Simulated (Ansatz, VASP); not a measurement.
## Zr in VASP and in Ansatz

```xyz
2
Lattice="1.5926 -2.7584 0.0000 1.5926 2.7584 0.0000 0.0000 0.0000 5.1148" Properties=species:S:1:pos:R:3 pbc="T T T"
Zr    1.5926   -0.9195    1.2787
Zr    1.5926    0.9195    3.8361
```

Alike in both runs: task single point; functional PBEsol; k mesh 15 × 15 × 8; occupations fermi-dirac, width 0.05 eV; no spin polarisation.

|  | VASP | Ansatz |
| --- | --- | --- |
| version | VASP 6.6.1 | Ansatz 0.2.0 |
| potentials or method | VASP PAW PBE potentials, release 64 (Zr_sv), cutoff 520 eV | all-electron LAPW, scalar-relativistic |

|  | VASP | Ansatz | Ansatz less VASP |
| --- | --- | --- | --- |
| pressure (GPa) | 0.0 | 0.0 | -0.03 |
| traceless stress, the component that is largest in VASP (GPa) | 0.07 | 0.07 | 0.000 |

VASP's potentials were made for PBE, not for PBEsol. Ansatz ran all-electron here, and VASP with PAW potentials.
